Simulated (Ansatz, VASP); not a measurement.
## Os in VASP and in Ansatz

INCAR

```
PREC = Accurate ; ENCUT = 520
EDIFF = 1E-6 ; ISMEAR = -1
SIGMA = 0.05 ; LREAL = False
LASPH = True ; NELM = 80
ALGO = Normal ; ISIF = 2
LWAVE = False ; LCHARG = True
GGA = PS ; LELF = True
LVHAR = True ; NBANDS = 15
```

Contents of KPOINTS:

```
regular mesh
0
Gamma
  15 15 9
```

The input POSCAR:

```
Os
1.0
    2.6794179760      0.0000000000      0.0000000000
   -1.3397089880      2.3204440346      0.0000000000
    0.0000000000      0.0000000000      4.3197000000
Os
2
Direct
    0.3333333333      0.6666666667      0.2500000000
    0.6666666667      0.3333333333      0.7500000000
```

Input for Ansatz:

```yaml
crystal:
  lattice:
    - [2.679417976, 0.0, 0.0]
    - [-1.339708988, 2.3204440346, 0.0]
    - [0.0, 0.0, 4.3197]
  atoms:
    - { symbol: Os, position: [0.3333333333, 0.6666666667, 0.25] }
    - { symbol: Os, position: [0.6666666667, 0.3333333333, 0.75] }
kpoints:
  mp_grid: { grid: [15, 15, 9] }
  band_path:
    path:
      - [0.0, 0.0, 0.0]
      - [0.5, 0.0, 0.0]
      - [0.3333333333, 0.3333333333, 0.0]
      - [0.0, 0.0, 0.0]
      - [0.0, 0.0, 0.5]
      - [0.5, 0.0, 0.5]
      - [0.3333333333, 0.3333333333, 0.5]
      - [0.0, 0.0, 0.5]
      - [0.5, 0.0, 0.5]
    npoints: 5
scf:
  occupations: { method: fermi_dirac, width: 0.05 }
hamiltonian:
  xc: pbesol
  pseudopotentials: { kind: all_electron, lapw: { basis_error: 0.0005 } }
output:
  forces: true
  stress: true
  eigenvalues: true
```

Change from the starting cell: equal xx and yy strain of -2 %.

Alike in both runs: task single point; functional PBEsol; k mesh 15 × 15 × 9; occupations fermi-dirac, width 0.05 eV; no spin polarisation.

|  | VASP | Ansatz |
| --- | --- | --- |
| version | VASP 6.6.1 | Ansatz 0.2.0 |
| potentials or method | VASP PAW PBE potentials, release 64 (Os), cutoff 520 eV | all-electron LAPW, scalar-relativistic |

Ansatz gave:

| Property | Result |
| --- | --- |
| pressure (GPa) | 15.6 |
| traceless stress, the component that is largest in VASP (GPa) | -8.36 |

Q: What did VASP give for the same quantities?

A: Pressure (GPa): 16.6; traceless stress, the component that is largest in VASP (GPa): -8.38.

VASP's potentials were made for PBE, not for PBEsol. Ansatz ran all-electron here, and VASP with PAW potentials.

Neither program's run includes spin-orbit coupling.
